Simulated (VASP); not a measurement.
Here is a VASP 6.6.1 calculation.

The input INCAR:

```
ALGO = Normal
EDIFF = 1E-6
ENCUT = 520
GGA = PS
ISIF = 2
ISMEAR = -1
LASPH = T
LCHARG = F
LREAL = F
LWAVE = F
NBANDS = 13
NELM = 60
PREC = Accurate
SIGMA = 0.3
```

Contents of KPOINTS:

```
k-points
0
Gamma
  5 5 5
```

Contents of POSCAR:

```
Mo
1.0
    2.7355104000      0.0000000000      0.0000000000
   -1.3677552000      2.3690215000      0.0000000000
    0.0000000000      0.0000000000      2.5551807000
Mo
1
Direct
    0.0000000000      0.0000000000      0.5000000000
```

Potentials or basis: VASP PAW PBE potentials, release 64 (Mo_sv).

Run with:

```sh
$ cat potpaw_PBE.64/Mo_sv/POTCAR > POTCAR
$ mpirun -np 1 vasp_std > vasp.out
```

**Question.** What does it give for the pressure?

**Answer.** 0.0 GPa.

**Question.** What does it give for the band gap on the k mesh?

**Answer.** Zero (band 7 reaches 11.67 eV, above the bottom of band 8 at 10.53 eV).

Stress tensor (GPa, compression positive):
```
-0.41  0.00  0.00
 0.00 -0.41  0.00
 0.00  0.00  0.76
```

Caveat: the k points lie up to 0.53 Å⁻¹ apart; the PAW data sets were made with another functional, which shifts forces and pressure a little.
